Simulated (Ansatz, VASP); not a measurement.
**One calculation of KI, two programs**

INCAR

```
SYSTEM = KI
PREC = Accurate
ENCUT = 520
EDIFF = 1E-6
ISMEAR = 0
SIGMA = 0.01
LREAL = .False.
LASPH = .True.
NELM = 60
ALGO = Normal
ISIF = 2
LWAVE = .False.
LCHARG = .True.
GGA = PE
LELF = .True.
LVHAR = .True.
NBANDS = 24
```

Contents of KPOINTS:

```
Automatic mesh
0
Gamma
  6 6 4
  0 0 0
```

File POSCAR:

```
KI
1.0
    2.4856453893     -4.3033640674      0.0000000000
    2.4856453893      4.3033640674      0.0000000000
    0.0000000000      0.0000000000      8.6793138294
K I
2 2
Direct
    0.5000000000      0.5000000000      0.5000000000
    0.5000000000      0.5000000000      0.0000000000
    0.8332197538      0.1667802462      0.2500000000
    0.1667802462      0.8332197538      0.7500000000
```

Input for Ansatz:

```yaml
crystal:
  lattice:
    - [2.4856453893, -4.3033640674, 0.0]
    - [2.4856453893, 4.3033640674, 0.0]
    - [0.0, 0.0, 8.6793138294]
  atoms:
    - { symbol: K, position: [0.5, 0.5, 0.5] }
    - { symbol: K, position: [0.5, 0.5, 0.0] }
    - { symbol: I, position: [0.8332197538, 0.1667802462, 0.25] }
    - { symbol: I, position: [0.1667802462, 0.8332197538, 0.75] }
kpoints:
  mp_grid: { grid: [6, 6, 4] }
hamiltonian:
  xc: pbe
scf:
  occupations: { method: fixed }
  n_extra_bands: 5
output:
  forces: true
  stress: true
  eigenvalues: true
```

Alike in both runs: task single point; functional PBE; k mesh 6 × 6 × 4; no spin polarisation.

|  | VASP | Ansatz |
| --- | --- | --- |
| version | VASP 6.6.1 | Ansatz 0.2.0 |
| potentials or method | VASP PAW PBE potentials, release 64 (K_sv, I) | plane waves, PAW |
| plane-wave cutoff (eV) | 520 | 420 |
| occupations | gaussian, width 0.01 eV | fixed |
| valence electrons in the cell | 32 | 52 |

|  | VASP | Ansatz | Ansatz less VASP |
| --- | --- | --- | --- |
| gap on the k mesh at the Fermi level (eV) | 3.78 | 3.78 | +0.003 |
| pressure (GPa) | 0.0 | 0.0 | -0.02 |

VASP's potentials hold 32 valence electrons a cell and Ansatz's 52, so a difference there can come from the potentials and not from the codes.

Neither program's run includes spin-orbit coupling.
